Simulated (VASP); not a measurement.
A run of VASP 6.6.1 is set up as follows.

File INCAR:

```
ALGO = Normal
EDIFF = 1E-7
EDIFFG = -0.005
ENCUT = 600
GGA = PE
IBRION = 2
ISIF = 3
ISMEAR = -1
LASPH = T
LCHARG = F
LREAL = F
LWAVE = F
NELM = 60
NSW = 80
PREC = Accurate
SIGMA = 0.02
```

The input KPOINTS:

```
k-points
0
Gamma
  6 6 4
```

The input POSCAR:

```
Ti3SiO8
1.0
    3.4496373500     -3.4496373500      0.0000000000
    3.4496373500      3.4496373500      0.0000000000
    0.0000000000      0.0000000000      6.5680847600
Si Ti O
1 3 8
Direct
    0.5000000000      0.5000000000      0.0000000000
    0.0000000000      0.0000000000      0.7500000000
    0.5000000000      0.5000000000      0.5000000000
    0.0000000000      0.0000000000      0.2500000000
    0.1940277000      0.1940277000      0.0000000000
    0.8059723000      0.8059723000      0.0000000000
    0.6940277000      0.3059723000      0.7500000000
    0.3059723000      0.6940277000      0.7500000000
    0.1940277000      0.1940277000      0.5000000000
    0.8059723000      0.8059723000      0.5000000000
    0.6940277000      0.3059723000      0.2500000000
    0.3059723000      0.6940277000      0.2500000000
```

Potentials or basis: VASP PAW PBE potentials, release 64 (Si, Ti_sv, O).

The run is started by

```sh
$ cat potpaw_PBE.64/Si/POTCAR potpaw_PBE.64/Ti_sv/POTCAR potpaw_PBE.64/O/POTCAR > POTCAR
$ mpirun -np 1 vasp_std > vasp.out
```

(1) Estimate the band gap on the k mesh.

(2) Predict the space group after relaxing (to 0.1 Å).

(3) What does it give for the relaxed cell?

(4) What does it give for the relaxed volume?

Answers

(1) 1.55 eV.

(2) Cmmm (No. 65).

(3) a = 4.535 Å, b = 4.535 Å, c = 5.823 Å, α = 90.00°, β = 90.00°, γ = 89.82°.

(4) 9.98 Å³/atom.

Caveat: the volume moved by over 15 % at a fixed basis, so the end points are rough.
